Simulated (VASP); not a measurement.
Here is a VASP 6.6.1 calculation.

The input INCAR:

```
SYSTEM = MnSiO
PREC = Accurate
ENCUT = 600
EDIFF = 1E-7
ISMEAR = 0
SIGMA = 0.2
LREAL = .FALSE.
LASPH = .TRUE.
NELM = 150
ALGO = Normal
ISIF = 3
LWAVE = .FALSE.
LCHARG = .FALSE.
ISPIN = 2
MAGMOM = 4 4 0 0 0 0
LORBIT = 11
LMAXMIX = 4
GGA = PE
IBRION = 2
NSW = 36
EDIFFG = -0.08
```

Contents of KPOINTS:

```
regular mesh
0
G
  4 4 5
  0 0 0
```

Contents of POSCAR:

```
MnSiO
1.0
    4.7878828600      0.0000000000      0.0000000000
    0.0000000000      4.7878828600      0.0000000000
    0.0000000000      0.0000000000      3.5494512800
Mn Si O
2 2 2
Direct
    0.5000000000      0.0000000000      0.1581736200
    0.0000000000      0.5000000000      0.8418263800
    0.0000000000      0.0000000000      0.5000000000
    0.5000000000      0.5000000000      0.5000000000
    0.5000000000      0.0000000000      0.6587085200
    0.0000000000      0.5000000000      0.3412914800
```

Potentials or basis: VASP PAW PBE potentials, release 64 (Mn_pv, Si, O).

Launch:

```console
$ cat potpaw_PBE.64/Mn_pv/POTCAR potpaw_PBE.64/Si/POTCAR potpaw_PBE.64/O/POTCAR > POTCAR
$ mpirun -np 1 vasp_std > vasp.out
```

(1) Predict the space group after relaxing (to 0.1 Å).

(2) Estimate the net moment.

(3) Estimate the site moments.

## Answers

(1) P4/nmm (No. 129).

(2) 6.42 μB per cell.

(3) Mn +3.29; Si -0.07; O +0.02 μB.
